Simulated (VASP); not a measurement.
Set up this calculation in VASP 6.6.1, as the native input.

- Task: single point
- Functional: PBEsol
- Potentials or basis: VASP PAW PBE potentials, release 64 (Si)
- Cutoff: 520 eV
- k mesh: 15 × 15 × 8
- Occupations: fermi-dirac, width 0.15 eV
- Spin: no spin polarisation
- Dipole correction: no
- Further INCAR settings: ALGO = Normal; EDIFF = 1e-06; NBANDS = 11

The structure of Si lies in POSCAR:

```
Si
1.0
    2.4440000000      0.0000000000      0.0000000000
   -1.2220000000      2.1165660868      0.0000000000
    0.0000000000      0.0000000000      4.1520000000
Si
2
Direct
    0.3333330000      0.6666670000      0.2500000000
    0.6666670000      0.3333330000      0.7500000000
```

This isn't the form of Si at room conditions, which is diamond.

These files were run (other wordings do the same):

INCAR

```
SYSTEM = Si
ALGO = Normal
EDIFF = 1E-6
ENCUT = 520
GGA = PS
ISIF = 2
ISMEAR = -1
LASPH = .True.
LCHARG = .False.
LREAL = .False.
LWAVE = .False.
NBANDS = 11
NELM = 100
PREC = Accurate
SIGMA = 0.15
```

KPOINTS

```
k-points
0
Gamma
  15 15 8
  0 0 0
```

Potentials or basis: VASP PAW PBE potentials, release 64 (Si).

Run with:

```console
$ cat potpaw_PBE.64/Si/POTCAR > POTCAR
$ mpirun -np 1 vasp_std > vasp.out
```

Results of the run:

```
Pressure               : 46.1 GPa
Band gap on the k mesh : zero (bands 4 and 5 overlap by 15.29 eV)
```

Caveat: the cell stands under pressure; the PAW data sets were made with another functional, which shifts forces and pressure a little.

It took 13 s on 1 thread of AMD EPYC 7R13 Processor (Zen 3), on a shared host, peak memory 0.11 GiB.
